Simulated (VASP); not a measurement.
# Cd2HgTe3: single point with PBE

Crystal: Cd2HgTe3.

```
CELL_PARAMETERS angstrom
4.84137 0.00000 0.00000
-2.42069 4.19275 0.00000
0.00000 0.00000 11.84386
ATOMIC_POSITIONS crystal
Cd 0.00000 0.00000 0.00056
Cd 0.66667 0.33333 0.33337
Hg 0.33333 0.66667 0.66666
Te 0.00000 0.00000 0.75068
Te 0.33333 0.66667 0.41564
Te 0.66667 0.33333 0.08309
```

This cell differs from its parent crystal: volume scaled by 1.10, then relaxed in part.

| Item | Value |
| --- | --- |
| Program | VASP 6.6.1 |
| Task | single point |
| Functional | PBE |
| Potentials or basis | VASP PAW PBE potentials, release 64 (Cd, Hg, Te) |
| Cutoff | 520 eV |
| k mesh | 12 × 12 × 4 |
| Occupations | gaussian, width 0.1 eV |
| Spin | no spin polarisation |
| Dipole correction | no |
| Further INCAR settings | ALGO = Normal; EDIFF = 1e-06; NBANDS = 36 |

- Pressure: -2.6 GPa
- Largest force: 0.005 eV/Å
- Band gap on the k mesh: zero (filled and empty bands touch)

Forces on the atoms (eV/Å):
```
Cd   0.000  0.000 -0.003
Cd   0.000  0.000 -0.002
Hg   0.000  0.000  0.005
Te   0.000  0.000 -0.001
Te   0.000  0.000  0.000
Te   0.000  0.000  0.001
```

Levels at points of the mesh, in eV from the Fermi level:
```tsv
k point	band 24	band 25	band 26	band 27	band 28	band 29	band 30	band 31
(0.00, 0.00, 0.00)	-0.55	-0.34	-0.10	-0.08	-0.08	1.15	1.47	4.49
(0.50, 0.00, 0.00)	-1.49	-1.35	-1.02	-0.91	1.74	2.28	2.40	2.80
(0.00, 0.00, 0.50)	-0.38	-0.38	-0.18	-0.18	0.68	1.26	1.37	4.42
(0.50, 0.00, 0.50)	-1.42	-1.36	-0.71	-0.71	1.14	2.39	2.59	3.48
```

It took 6 min on 1 thread of Intel(R) Xeon(R) Platinum 8375C CPU @ 2.90GHz (Ice Lake), with other jobs on the host, peak memory 0.73 GiB.

Caveat: spin-orbit coupling is left out, which moves the levels of the heavy elements.
